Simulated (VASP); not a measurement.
Set up this calculation in VASP 6.6.1, as the native input.

- Task: single point
- Functional: PBEsol
- Potentials or basis: VASP PAW PBE potentials, release 64 (Cd, S)
- Cutoff: 520 eV
- k mesh: 6 × 6 × 6
- Occupations: gaussian, width 0.01 eV
- Spin: no spin polarisation
- Dipole correction: no
- Further INCAR settings: ALGO = Normal; EDIFF = 1e-06; NBANDS = 16

The structure of CdS (Hawleyite) lies in POSCAR:

```
CdS
1.0
    0.0000000000      2.9165000000      2.9165000000
    2.9165000000      0.0000000000      2.9165000000
    2.9165000000      2.9165000000      0.0000000000
Cd S
1 1
Direct
    0.0000000000      0.0000000000      0.0000000000
    0.2500000000      0.2500000000      0.2500000000
```

These files were run (other wordings do the same):

INCAR

```
ALGO = Normal ; EDIFF = 1E-6
ENCUT = 520 ; GGA = PS
ISIF = 2 ; ISMEAR = 0
LASPH = T ; LCHARG = F
LREAL = F ; LWAVE = F
NBANDS = 16 ; NELM = 80
PREC = Accurate ; SIGMA = 0.01
```

KPOINTS

```
k-points
0
Gamma
  6 6 6
```

Potentials or basis: VASP PAW PBE potentials, release 64 (Cd, S).

Run with:

```bash
$ cat potpaw_PBE.64/Cd/POTCAR potpaw_PBE.64/S/POTCAR > POTCAR
$ mpirun -np 1 vasp_std > vasp.out
```

Results of the run:

```yaml
Pressure: 0.1 GPa
Band_gap_on_the_k_mesh: 1.01 eV, direct
```

Caveat: the PAW data sets were made with another functional, which shifts forces and pressure a little.

Wall time 19 s on 1 thread of Intel Xeon 8259CL, with other jobs on the host, peak memory 0.18 GiB.
